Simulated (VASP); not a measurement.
Runs of VASP 6.6.1 on NiO. The structure is cubic, space group Fm-3m (No. 225). The conventional cell has a = 4.183 Å, b = 4.183 Å, c = 4.183 Å, α = 90.00°, β = 90.00°, γ = 90.00°. Within 2.8 Å of Ni (site symmetry m-3m) lie 6 O at 2.09 Å. Within 2.8 Å of O (site symmetry m-3m) lie 6 Ni at 2.09 Å. 

```csv
potentials or basis,spin,fixed moment (μB),cutoff (eV),gap on the mesh (eV),pressure (GPa),moment (μB)
"VASP PAW LDA potentials, release 64 (Ni, O)","collinear, zero start",0.0,520,-,-26.7,0.00
"VASP PAW LDA potentials, release 64 (Ni, O)","collinear, ferromagnetic start",-,520,0.68,-14.7,4.00
"VASP PAW LDA potentials, release 64 (Ni_sv_GW, O)","collinear, antiferromagnetic start",-,600,(a),-15.4,0.00
"VASP PAW LDA potentials, release 64 (Ni, O)","collinear, ferromagnetic start",4.0,520,-,-14.7,4.00
```

Alike in all rows: task single point; level LDA+U; Ni d U = 4.0 eV; cell as given; k mesh 8 × 8 × 8; smearing gaussian 0.05 eV.

Estimate the missing entries.

(a) 2.38.

Caveats: the cell stands under tension; the total moment is fixed, so each spin has its own Fermi level (at least some runs).

A k mesh can miss the band edges.

The runs don't all hold the same shells in valence.
